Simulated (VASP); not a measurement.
Cu, 1 atom in the cell. It takes space group I4/mmm (No. 139, tetragonal). Conventional cell: a = 2.886 Å, b = 2.886 Å, c = 2.670 Å, α = 90.00°, β = 90.00°, γ = 90.00°. Within 3.2 Å of Cu (site symmetry 4/mmm) lie 14 Cu at 2.44 to 2.89 Å.  This cell differs from its parent crystal: strain +0.000 along x and y, -0.030 along z.

| Quantity | Value |
| --- | --- |
| Program | VASP 6.6.1 |
| Task | single point |
| Functional | PBEsol |
| Potentials or basis | VASP PAW PBE potentials, release 64 (Cu) |
| Cutoff | 520 eV |
| k mesh | 24 × 24 × 24 |
| Occupations | gaussian, width 0.15 eV |
| Spin | no spin polarisation |
| Dipole correction | no |
| Further INCAR settings | ALGO = Normal; EDIFF = 1e-06; NBANDS = 12 |

Potentials or basis: VASP PAW PBE potentials, release 64 (Cu).

Run with:

```sh
$ cat potpaw_PBE.64/Cu/POTCAR > POTCAR
$ mpirun -np 1 vasp_std > vasp.out
```

Hardware: 1 thread of AMD EPYC 9R45 (Zen 5), on a shared host.

Question: How long does it take, and how much memory?

Answer: Wall time 93 s on 1 thread of AMD EPYC 9R45 (Zen 5) (shared host), peak memory 0.2 GiB. Counts: scf iterations 11, k points 1063.
